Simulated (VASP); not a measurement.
A run of VASP 6.6.1:

POSCAR

```
AlGa3N4
1.0
    4.4716853600      0.0000000000      0.0000000000
    0.0000000000      4.4716853600      0.0000000000
    0.0000000000      0.0000000000      4.4716853600
Al Ga N
1 3 4
Direct
    0.0000000000      0.0000000000      0.0000000000
    0.5000000000      0.5000000000     -0.0223629330
    0.5000000000      0.0000000000      0.5000000000
    0.0000000000      0.5000000000      0.5000000000
    0.7557144200      0.7557144200      0.2442855800
    0.7557144200      0.2442855800      0.7557144200
    0.2442855800      0.7557144200      0.7557144200
    0.2442855800      0.2442855800      0.2442855800
```

The input INCAR.step1:

```
PREC = Accurate
ENCUT = 520
ISMEAR = 0
SIGMA = 0.05
LREAL = F
LASPH = T
NELM = 80
NBANDS = 41
GGA = PE
ALGO = Normal
EDIFF = 1E-4
LWAVE = T
LCHARG = F
```

File INCAR.step2:

```
PREC = Accurate
ENCUT = 520
EDIFF = 1E-6
ISMEAR = 0
SIGMA = 0.05
LREAL = F
LASPH = T
NELM = 80
ALGO = Normal
ISIF = 2
LWAVE = F
LCHARG = F
METAGGA = R2SCAN
LMIXTAU = T
NBANDS = 41
ISTART = 1
```

Contents of KPOINTS:

```
regular mesh
0
Gamma
  6 6 6
```

Potentials or basis: VASP PAW PBE potentials, release 64 (Al, Ga_d, N).

The run is started by

```bash
$ cat potpaw_PBE.64/Al/POTCAR potpaw_PBE.64/Ga_d/POTCAR potpaw_PBE.64/N/POTCAR > POTCAR
$ cp INCAR.step1 INCAR
$ mpirun -np 1 vasp_std > vasp.out
$ cp INCAR.step2 INCAR
$ mpirun -np 1 vasp_std > vasp.out
```

Hardware: 1 thread of Intel Xeon 8259CL, on a shared host.

Problem. Estimate the wall time of this run.

Solution. Wall time 16 min on 1 thread of Intel Xeon 8259CL, with other jobs on the host, peak memory 0.31 GiB. Counts: k points 52.
